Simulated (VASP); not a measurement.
# Co2Ru3 (P-6m2) in VASP: single point with PBE

Aim: the single point of Co2Ru3 with PBE.

All numbers are computed with VASP 6.6.1; they aren't measurements. Logs are shortened: lines on timing, memory, paths and dates and some standing lists are left out, and cuts for length are marked.

**1. The cell of the first run**

It takes space group P-6m2 (No. 187, hexagonal). The conventional cell has a = 2.665 Å, b = 2.665 Å, c = 20.700 Å, α = 90.00°, β = 90.00°, γ = 120.00°. Co (site symmetry 3m) has 6 Ru at 2.56 to 2.58 Å and 6 Co at 2.67 Å within 3.4 Å. Within 3.4 Å of Co (site symmetry 3m) lie 6 Ru at 2.56 Å and 6 Co at 2.67 Å. Ru (site symmetry 3m) has 6 Co at 2.56 Å and 6 Ru at 2.67 Å within 3.4 Å. Within 3.4 Å of Ru (site symmetry 3m) lie 3 Co at 2.58 Å and 9 Ru at 2.64 to 2.67 Å. Within 3.4 Å of Ru (site symmetry -6m2) lie 6 Co at 2.56 Å and 6 Ru at 2.67 Å. Within 3.5 Å of Ru (site symmetry -6m2) lie 12 Ru at 2.64 to 2.67 Å.

**2. Single point, PBE, collinear spin, ferromagnetic start**

INCAR

```
ALGO     = Normal         # electronic algorithm
EDIFF    = 1E-7           # SCF threshold, eV
ENCUT    = 520            # plane-wave cutoff, eV
GGA      = PE             # functional
ISIF     = 2              # what is computed and relaxed
ISMEAR   = 0              # smearing method
ISPIN    = 2              # spin polarisation
LASPH    = T              # aspherical terms in the spheres
LCHARG   = F              # write CHGCAR
LMAXMIX  = 4              # l up to which the mixer works
LORBIT   = 11             # projections on sites
LREAL    = F              # projectors in reciprocal space
LWAVE    = F              # write WAVECAR
MAGMOM   = 3 3 3 3 0 0 0 0 0 0 # initial moments
NBANDS   = 75             # bands
NELM     = 150            # most SCF steps
PREC     = Accurate       # precision mode
SIGMA    = 0.1            # smearing width, eV
```

KPOINTS

```
k-points
0
Gamma
  6 6 1
```

POSCAR

```
Co2Ru3
1.0
    2.6653635301      0.0000000029      0.0000000000
   -1.3326817676      2.3082725259      0.0000000000
    0.0000000000      0.0000000000     20.6995558199
Co Ru
4 6
Direct
    0.6666666667      0.3333333333      0.7960402194
    0.6666666667      0.3333333333      0.2039597806
    0.6666666667      0.3333333333      0.4012896886
    0.6666666667      0.3333333333      0.5987103114
    0.3333333333      0.6666666667      0.6973139710
    0.3333333333      0.6666666667      0.8962451896
    0.3333333333      0.6666666667      0.1037548104
    0.3333333333      0.6666666667      0.3026860290
    0.3333333333      0.6666666667      0.5000000000
    0.6666666667      0.3333333333      0.0000000000
```

Potentials or basis: VASP PAW PBE potentials, release 64 (Co, Ru_pv).

Launch:

```
$ cat potpaw_PBE.64/Co/POTCAR potpaw_PBE.64/Ru_pv/POTCAR > POTCAR
$ mpirun -np 1 vasp_std > vasp.out
```

OUTCAR:

```text
EDIFF = 1E-7
   ENCUT = 520
   GGA = PE
   ISIF = 2
   ISMEAR = 0
   ISPIN = 2
   LASPH = T
   LORBIT = 11
   LREAL = F
   NELM = 150
   PREC = Accurate

 ion  position               nearest neighbor table
   1  0.667  0.333  0.796-   5 2.56   5 2.56   5 2.56   6 2.58   6 2.58   6 2.58
   2  0.667  0.333  0.204-   8 2.56   8 2.56   8 2.56   7 2.58   7 2.58   7 2.58
   3  0.667  0.333  0.401-   8 2.56   8 2.56   8 2.56   9 2.56   9 2.56   9 2.56
   4  0.667  0.333  0.599-   5 2.56   5 2.56   5 2.56   9 2.56   9 2.56   9 2.56
   5  0.333  0.667  0.697-   4 2.56   4 2.56   4 2.56   1 2.56   1 2.56   1 2.56
   6  0.333  0.667  0.896-   1 2.58   1 2.58   1 2.58  10 2.64  10 2.64  10 2.64
   7  0.333  0.667  0.104-   2 2.58   2 2.58   2 2.58  10 2.64  10 2.64  10 2.64
   8  0.333  0.667  0.303-   3 2.56   3 2.56   3 2.56   2 2.56   2 2.56   2 2.56
   9  0.333  0.667  0.500-   3 2.56   4 2.56   3 2.56   4 2.56   3 2.56   4 2.56
  10  0.667  0.333  0.000-   6 2.64   7 2.64   6 2.64   7 2.64   6 2.64   7 2.64

  LATTYP: Found a hexagonal cell.
 ALAT       =     2.6653635301
 C/A-ratio  =     7.7661285548

  Lattice vectors:

 A1 = (   2.6653635301,   0.0000000029,   0.0000000000)
 A2 = (  -1.3326817676,   2.3082725259,   0.0000000000)
 A3 = (   0.0000000000,   0.0000000000,  20.6995558199)

Analysis of symmetry for initial positions (statically):
=====================================================================
 Subroutine PRICEL returns:
 Original cell was already a primitive cell.

 Routine SETGRP: Setting up the symmetry group for a
 hexagonal supercell.

 Subroutine GETGRP returns: Found 12 space group operations
 (whereof 12 operations were pure point group operations)
 out of a pool of 24 trial point group operations.

The static configuration has the point symmetry D_3h.

Analysis of symmetry for dynamics (positions and initial velocities):
=====================================================================
 Subroutine PRICEL returns:
 Original cell was already a primitive cell.

 Routine SETGRP: Setting up the symmetry group for a
 hexagonal supercell.

 Subroutine GETGRP returns: Found 12 space group operations
 (whereof 12 operations were pure point group operations)
 out of a pool of 24 trial point group operations.

The dynamic configuration has the point symmetry D_3h.

Analysis of structural, dynamic, and magnetic symmetry:
=====================================================================
 Subroutine PRICEL returns:
 Original cell was already a primitive cell.
[... 158 lines left out ...]

 val. band max:       11.6720273799   @ k =   0.1667  -0.0000   0.0000
 cond. band min:      11.6959340356   @ k =   0.3333  -0.0000   0.0000
 fundamental gap:      0.0239066558
 Fermi energy:        11.6757301968

 spin component 1

 k-point     1 :       0.0000    0.0000    0.0000
  band No.  band energies     occupation
      1     -31.9630      1.00000
      2     -31.4860      1.00000
      3     -31.3766      1.00000
      4     -31.3754      1.00000
      5     -31.3583      1.00000
      6     -31.1517      1.00000
[... 514 lines left out ...]
     71      17.0374      0.00000
     72      17.2802      0.00000
 Fermi energy:        11.6757301968

 spin component 2

 k-point     1 :       0.0000    0.0000    0.0000
  band No.  band energies     occupation
      1     -31.9649      1.00000
      2     -31.4676      1.00000
      3     -31.3210      1.00000
      4     -31.3186      1.00000
      5     -31.3102      1.00000
      6     -31.1518      1.00000
[... 514 lines left out ...]
     71      17.3816      0.00000
     72      17.5555      0.00000
 [bands above 72 left out]

------------------------ aborting loop because EDIFF is reached ----------------------------------------

  FORCE on cell =-STRESS in cart. coord.  units (eV):
  Direction    XX          YY          ZZ          XY          YZ          ZX
  --------------------------------------------------------------------------------------
  -------------------------------------------------------------------------------------
  Total       -0.1160137     -0.1160137     -0.3981343      0.0000000     -0.0000000      0.0000000
  in kB       -1.4595377     -1.4595377     -5.0088222      0.0000000     -0.0000000      0.0000000
  external PRESSURE =      -2.6426326 kB  Pullay stress =       0.0000000 kB

 VOLUME and BASIS-vectors are now :
 -----------------------------------------------------------------------------
  energy-cutoff  :      520.00
  volume of cell :      127.35
      direct lattice vectors                 reciprocal lattice vectors
     2.665363530  0.000000003  0.000000000     0.375183343  0.216612205  0.000000000
    -1.332681768  2.308272526  0.000000000    -0.000000000  0.433224408  0.000000000
     0.000000000  0.000000000 20.699555820     0.000000000  0.000000000  0.048310215

 POSITION                                       TOTAL-FORCE (eV/Angst)
 -----------------------------------------------------------------------------------
      1.33268      0.76942     16.47768         0.000000     -0.000000      0.000657
      1.33268      0.76942      4.22188         0.000000     -0.000000     -0.000657
      1.33268      0.76942      8.30652        -0.000000     -0.000000     -0.002218
      1.33268      0.76942     12.39304        -0.000000     -0.000000      0.002218
     -0.00000      1.53885     14.43409        -0.000000      0.000000     -0.001030
     -0.00000      1.53885     18.55188         0.000000      0.000000     -0.008628
     -0.00000      1.53885      2.14768         0.000000      0.000000      0.008628
     -0.00000      1.53885      6.26547        -0.000000      0.000000      0.001030
     -0.00000      1.53885     10.34978         0.000000      0.000000      0.000000
      1.33268      0.76942      0.00000        -0.000000      0.000000      0.000000
 -----------------------------------------------------------------------------------
    total drift:                               -0.000001      0.000000     -0.000000

  FREE ENERGIE OF THE ION-ELECTRON SYSTEM (eV)
  ---------------------------------------------------
  free  energy   TOTEN  =       -82.2886815196 eV

  energy  without entropy=      -82.2536623781  energy(sigma->0) =      -82.27117195

 total charge

# of ion       s       p       d       tot
------------------------------------------
    1        0.460   0.489   7.238   8.187
    2        0.460   0.489   7.238   8.187
    3        0.463   0.493   7.251   8.207
    4        0.463   0.493   7.251   8.207
    5        0.414   6.307   5.937  12.658
    6        0.414   6.316   5.950  12.680
    7        0.414   6.316   5.950  12.680
    8        0.414   6.307   5.937  12.658
    9        0.414   6.305   5.940  12.659
   10        0.417   6.332   5.971  12.720
--------------------------------------------------
tot          4.334  39.848  64.662 108.844

 magnetization (x)

# of ion       s       p       d       tot
------------------------------------------
    1        0.000  -0.011   1.355   1.344
    2        0.000  -0.011   1.355   1.344
    3       -0.001  -0.012   1.212   1.198
    4       -0.001  -0.012   1.212   1.198
    5       -0.004  -0.011   0.078   0.063
    6       -0.002  -0.006   0.027   0.019
    7       -0.002  -0.006   0.027   0.019
    8       -0.004  -0.011   0.078   0.063
    9       -0.004  -0.009   0.065   0.052
   10       -0.003  -0.001  -0.013  -0.017
--------------------------------------------------
tot         -0.020  -0.091   5.394   5.283
```

Wall time 5.5 min (1 thread of Intel Xeon Platinum 8488C (Sapphire Rapids), shared host); peak memory 0.34 GiB.

What came out:

- Free energy: -82.2887 eV
- Pressure: -0.3 GPa
- Largest force: 0.009 eV/Å
- Net moment: 5.19 μB per cell
- Site moments: Co +1.34, +1.20 (each value once); Ru +0.06, +0.02, +0.05, -0.02 (each value once) μB
- Valence electrons inside the program's atomic spheres: Co 8.19, 8.21 (each value once); Ru 12.66, 12.68, 12.72 (each value once)

Forces on the atoms (eV/Å):
```
Co   0.000  0.000  0.001
Co   0.000  0.000 -0.001
Co   0.000  0.000 -0.002
Co   0.000  0.000  0.002
Ru   0.000  0.000 -0.001
Ru   0.000  0.000 -0.009
Ru   0.000  0.000  0.009
Ru   0.000  0.000  0.001
Ru   0.000  0.000  0.000
Ru   0.000  0.000  0.000
```

Caveat: the k points lie up to 0.45 Å⁻¹ apart.
